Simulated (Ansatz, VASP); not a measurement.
**Si: VASP beside Ansatz**

```
Si
1.0
     3.83132    0.00000    0.00000
    -1.91566    3.31802    0.00000
     0.00000    0.00000    6.33262
Si
4
Direct
  0.24292 0.48584 0.01564
  0.66667 0.33333 0.56301
  0.33333 0.66667 0.43699
  0.66667 0.33333 0.93699
```

Alike in both runs: task single point; functional LDA; k mesh 12 × 12 × 6; occupations gaussian, width 0.03 eV; no spin polarisation.

```csv
,VASP,Ansatz
version,VASP 6.6.1,Ansatz 0.2.0
potentials or method,"VASP PAW LDA potentials, release 64 (Si), cutoff 520 eV","scalar-relativistic, plane waves, PAW"
valence electrons in the cell,16,16
```

|  | VASP | Ansatz | Ansatz less VASP |
| --- | --- | --- | --- |
| gap on the k mesh at the Fermi level (eV) | none | none | - |
| pressure (GPa) | 4.8 | 4.8 | -0.02 |
| traceless stress, the component that is largest in VASP (GPa) | 19.49 | 19.49 | -0.006 |
| rms of the force components (eV/Å) | 2.108 | 2.108 | -0.0007 |

LDA's correlation is that of Perdew and Zunger in VASP and of Perdew and Wang (1992) in Ansatz. Atom by atom the forces differ by 0.003 eV/Å (rms over components). A gap of «none» marks a metal or a gap that the smearing closes.
